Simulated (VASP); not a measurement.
Set up this calculation in VASP 6.6.1, as the native input.

```
Task                   : single point
Functional             : PBE
Dispersion             : D3(BJ)
Potentials or basis    : VASP PAW PBE potentials, release 64 (S, Pt)
Cutoff                 : 520 eV
k mesh                 : 9 × 9 × 1
Occupations            : gaussian, width 0.05 eV
Spin                   : no spin polarisation
Dipole correction      : yes
Further INCAR settings : ALGO = Normal; EDIFF = 1e-06; NBANDS = 31
```

The structure of PtS2 lies in POSCAR:

```
PtS2
1.0
    3.5415278079      0.0000000000      0.0000000000
   -1.7707639039      3.0670530498      0.0000000000
    0.0000000000      0.0000000000     22.4670615492
S Pt
4 2
Direct
    0.6666666667      0.3333333333      0.2002932155
    0.3333333333      0.6666666667      0.3108341854
    0.3333333333      1.1666666667      0.4683981816
    0.6666666667      0.8333333333      0.5789391515
    0.0000000000      0.0000000000      0.2555637004
    1.0000000000      1.5000000000      0.5236686665
```

The input as run:

INCAR

```
PREC = Accurate ; ENCUT = 520
EDIFF = 1E-6 ; ISMEAR = 0
SIGMA = 0.05 ; LREAL = F
LASPH = T ; NELM = 80
ALGO = Normal ; ISIF = 2
LWAVE = F ; LCHARG = F
LDIPOL = T ; IDIPOL = 3
DIPOL = 0.5 0.5 0.390 ; GGA = PE
IVDW = 12 ; NBANDS = 31
```

KPOINTS

```
regular mesh
0
Gamma
  9 9 1
```

Potentials or basis: VASP PAW PBE potentials, release 64 (S, Pt).

Run with:

```bash
$ cat potpaw_PBE.64/S/POTCAR potpaw_PBE.64/Pt/POTCAR > POTCAR
$ mpirun -np 1 vasp_std > vasp.out
```

Results of the run:

| Quantity | Value |
| --- | --- |
| Largest force | 0.068 eV/Å |
| Band gap on the k mesh | 1.50 eV, indirect (least direct gap 1.59 eV) |
| Dispersion energy per atom | -0.313 eV |

Caveat: spin-orbit coupling is left out, which moves the levels of the heavy elements.

It took 2.6 min on 1 thread of AMD EPYC 9R45 96-Core Processor (Zen 5) (shared host), peak memory 0.41 GiB.
